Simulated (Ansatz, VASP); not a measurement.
# Ti5AlN6: VASP beside Ansatz

```
CELL_PARAMETERS angstrom
2.98051 0.00000 0.00000
0.00000 2.98051 0.00000
0.00000 0.00000 12.73424
ATOMIC_POSITIONS crystal
Ti 0.50000 0.50000 0.17020
Ti 0.00000 0.00000 0.33169
Ti 0.50000 0.50000 0.50000
Ti 0.00000 0.00000 0.66831
Ti 0.50000 0.50000 0.82980
Al 0.00000 0.00000 0.00000
N 0.00000 0.00000 0.15986
N 0.50000 0.50000 0.33418
N 0.00000 0.00000 0.50000
N 0.50000 0.50000 0.66582
N 0.00000 0.00000 0.84014
N 0.50000 0.50000 0.00000
```

Alike in both runs: task single point; functional PBE; k mesh 6 × 6 × 2; occupations gaussian, width 0.1 eV; no spin polarisation.

|  | VASP | Ansatz |
| --- | --- | --- |
| version | VASP 6.6.1 | Ansatz 0.2.0 |
| potentials or method | VASP PAW PBE potentials, release 64 (Ti_sv, Al, N), cutoff 600 eV | scalar-relativistic, plane waves, PAW |
| valence electrons in the cell | 93 | 93 |

```csv
,VASP,Ansatz,Ansatz less VASP
gap on the k mesh at the Fermi level (eV),none,none,-
pressure (GPa),0.2,0.0,-0.22
"traceless stress, the component that is largest in VASP (GPa)",-0.97,-0.93,+0.037
rms of the force components (eV/Å),0.028,0.029,+0.0014
```

Atom by atom the forces differ by 0.004 eV/Å (rms over components). A gap of «none» marks a metal or a gap that the smearing closes.
